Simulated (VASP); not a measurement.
# CsLiCr2Te2S3 (Cm) in VASP: further runs, part 2 of 2

VASP 6.6.1. Earlier steps stand in the parts before.

## (3) Single point, PBE, collinear spin, ferromagnetic start (30.47 Å³/atom)

This run uses another cell than the first one, of 30.47 Å³/atom.

Contents of INCAR:

```
SYSTEM = CsLiCr2Te2S3
PREC = Accurate ; ENCUT = 520
EDIFF = 1E-6 ; ISMEAR = -1
SIGMA = 0.05 ; LREAL = .False.
LASPH = .True. ; NELM = 150
ALGO = Fast ; ISIF = 2
LWAVE = .False. ; LCHARG = .False.
ISPIN = 2 ; MAGMOM = 0 0 3 3 0 0 0 0 0
LORBIT = 11 ; LMAXMIX = 4
GGA = PE ; NBANDS = 47
```

Contents of KPOINTS:

```
regular mesh
0
Gamma
  4 4 3
  0 0 0
```

Contents of POSCAR:

```
CsLiCr2Te2S3
1.0
    3.4666464793     -5.2488647918      0.0079431697
    3.4666464793      5.2488647918      0.0079431697
   -2.9423263562      0.0000000000      7.5287166086
Cs Li Cr Te S
1 1 2 2 3
Direct
    0.0937400000      0.0937400000      0.0085300000
    0.5887500000      0.5887500000      0.5533600000
    0.0564600000      0.4675500000      0.5579000000
    0.4675500000      0.0564600000      0.5579000000
    0.5648600000      0.8735700000      0.2903500000
    0.8735700000      0.5648600000      0.2903500000
    0.8115100000      0.3969700000      0.7334700000
    0.3969700000      0.8115100000      0.7334700000
    0.2140400000      0.2140400000      0.4837100000
```

Potentials or basis: VASP PAW PBE potentials, release 64 (Cs_sv, Li_sv, Cr_pv, Te, S).

The run is started by

```console
> cat potpaw_PBE.64/Cs_sv/POTCAR potpaw_PBE.64/Li_sv/POTCAR potpaw_PBE.64/Cr_pv/POTCAR potpaw_PBE.64/Te/POTCAR potpaw_PBE.64/S/POTCAR > POTCAR
> mpirun -np 1 vasp_std > vasp.out
```

OUTCAR:

```text
SYSTEM = CsLiCr2Te2S3
   PREC = Accurate
   ENCUT = 520
   EDIFF = 1E-6
   ISMEAR = -1
   LREAL = .False.
   LASPH = .True.
   NELM = 150
   ISIF = 2
   ISPIN = 2
   LORBIT = 11
   GGA = PE

 ion  position               nearest neighbor table
   1  0.094  0.094  0.009-
   2  0.589  0.589  0.553-   9 2.45   8 2.60   7 2.60   6 3.06   5 3.06
   3  0.056  0.468  0.558-   9 2.23   7 2.27   8 2.28   6 2.54
   4  0.468  0.056  0.558-   9 2.23   8 2.27   7 2.28   5 2.54
   5  0.565  0.874  0.290-   4 2.54   2 3.06   6 3.24
   6  0.874  0.565  0.290-   3 2.54   2 3.06   5 3.24
   7  0.812  0.397  0.733-   3 2.27   4 2.28   2 2.60
   8  0.397  0.812  0.733-   4 2.27   3 2.28   2 2.60
   9  0.214  0.214  0.484-   3 2.23   4 2.23   2 2.45

  LATTYP: Found a base centered monoclinic cell.
 ALAT       =     6.9333111589
 B/A-ratio  =     1.5141004555
 C/A-ratio  =     1.1658564481
 COS(beta)  =    -0.3618680181

  Lattice vectors:

 A1 = (   3.4666464793,  -5.2488647918,   0.0079431697)
 A2 = (   3.4666464793,   5.2488647918,   0.0079431697)
 A3 = (  -2.9423263562,   0.0000000000,   7.5287166086)

Analysis of symmetry for initial positions (statically):
[... 1851 lines left out ...]
  energy-cutoff  :      520.00
  volume of cell :      274.23
      direct lattice vectors                 reciprocal lattice vectors
     3.466646479 -5.248864792  0.007943170     0.144102569 -0.095258693  0.056317273
     3.466646479  5.248864792  0.007943170     0.144102569  0.095258693  0.056317273
    -2.942326356  0.000000000  7.528716609    -0.000304071  0.000000000  0.132705928

 POSITION                                       TOTAL-FORCE (eV/Angst)
 -----------------------------------------------------------------------------------
      0.62483      0.00000      0.06571        -0.001622     -0.000000      0.018771
      2.45381      0.00000      4.17544        -0.056102     -0.000000     -0.000881
      0.17503      2.15776      4.20443         0.029108     -0.017492      0.052151
      0.17503     -2.15776      4.20443         0.029108      0.017492      0.052151
      4.13222      1.62038      2.19739        -0.032425      0.078545      0.225983
      4.13222     -1.62038      2.19739        -0.032425     -0.078545      0.225983
      2.03126     -2.17586      5.53169        -0.007047     -0.068332     -0.332234
      2.03126      2.17586      5.53169        -0.007047      0.068332     -0.332234
      0.06077      0.00000      3.64512         0.078453     -0.000000      0.090310
 -----------------------------------------------------------------------------------
    total drift:                                0.000078      0.000000     -0.000720

  FREE ENERGIE OF THE ION-ELECTRON SYSTEM (eV)
  ---------------------------------------------------
  free  energy   TOTEN  =       -45.7411400831 eV

  energy  without entropy=      -45.7071379536  energy(sigma->0) =      -45.72413902

 total charge

# of ion       s       p       d       tot
------------------------------------------
    1        1.831   4.705   0.021   6.557
    2        2.012   0.045   0.000   2.057
    3        0.322   6.261   4.138  10.721
    4        0.322   6.261   4.138  10.721
    5        1.391   1.948   0.024   3.363
    6        1.391   1.948   0.024   3.363
    7        1.340   2.377   0.000   3.718
    8        1.340   2.377   0.000   3.718
    9        1.341   2.400   0.000   3.741
--------------------------------------------------
tot         11.290  28.322   8.345  47.958

 magnetization (x)

# of ion       s       p       d       tot
------------------------------------------
    1       -0.000  -0.002   0.000  -0.002
    2        0.001  -0.000   0.000   0.001
    3        0.029   0.020   2.320   2.369
    4        0.029   0.020   2.320   2.369
    5       -0.007  -0.215   0.002  -0.220
    6       -0.007  -0.215   0.002  -0.220
    7       -0.003  -0.092   0.000  -0.095
    8       -0.003  -0.092   0.000  -0.095
    9        0.001  -0.097   0.000  -0.096
--------------------------------------------------
tot          0.038  -0.670   4.644   4.012
```

OSZICAR:

```text
N       E                     dE             d eps       ncg     rms          rms(c)
DAV:   1     0.533455564275E+03    0.53346E+03   -0.29532E+04  3500   0.124E+03
DAV:   2     0.751691442898E+01   -0.52594E+03   -0.50281E+03  3607   0.298E+02
DAV:   3    -0.487443808573E+02   -0.56261E+02   -0.55137E+02  4462   0.953E+01
[... 13 lines left out ...]
RMM:  17    -0.457411136575E+02   -0.28316E-04   -0.25511E-04  5710   0.475E-02    0.230E-02
RMM:  18    -0.457411278012E+02   -0.14144E-04   -0.11766E-04  5391   0.306E-02    0.227E-02
RMM:  19    -0.457411327910E+02   -0.49898E-05   -0.55926E-05  5079   0.214E-02    0.412E-02
RMM:  20    -0.457411378005E+02   -0.50095E-05   -0.28836E-05  4926   0.172E-02    0.203E-02
RMM:  21    -0.457411395060E+02   -0.17054E-05   -0.15102E-05  4339   0.122E-02    0.125E-02
RMM:  22    -0.457411400831E+02   -0.57713E-06   -0.57571E-06  3789   0.970E-03
   1 F= -.45741140E+02 E0= -.45724139E+02  d E =-.340021E-01  mag=     4.0288
```

It took 20 min on 1 thread of Oxide Virtual Turin-like, shared host; peak memory 0.64 GiB.

Results:

```yaml
Free_energy: -45.7411 eV
Largest_force: 0.339 eV/Å
Band_gap_on_the_k_mesh: zero (filled and empty bands overlap)
Net_moment: 4.03 μB per cell
Site_moments: Cs -0.00; Li +0.00; Cr +2.37; Te -0.22; S -0.10 μB
Valence_electrons_inside_the_program's_atomic_spheres: Cs 6.56; Li 2.06; Cr 10.72; Te 3.36; S 3.72, 3.74 (each value once)
```

Forces on the atoms (eV/Å):
```
Cs  -0.002  0.000  0.019
Li  -0.056  0.000 -0.001
Cr   0.029 -0.017  0.052
Cr   0.029  0.017  0.052
Te  -0.032  0.079  0.226
Te  -0.032 -0.079  0.226
S   -0.007 -0.068 -0.332
S   -0.007  0.068 -0.332
S    0.078  0.000  0.090
```

Caveat: the cutoff is under 1.25 times the usual one of these potentials, so pressure, stress and relaxed cells hold a basis-set (Pulay) error; spin-orbit coupling is left out, which moves the levels of the heavy elements; the run started ferromagnetic, and an antiferromagnetic order may lie lower in energy.
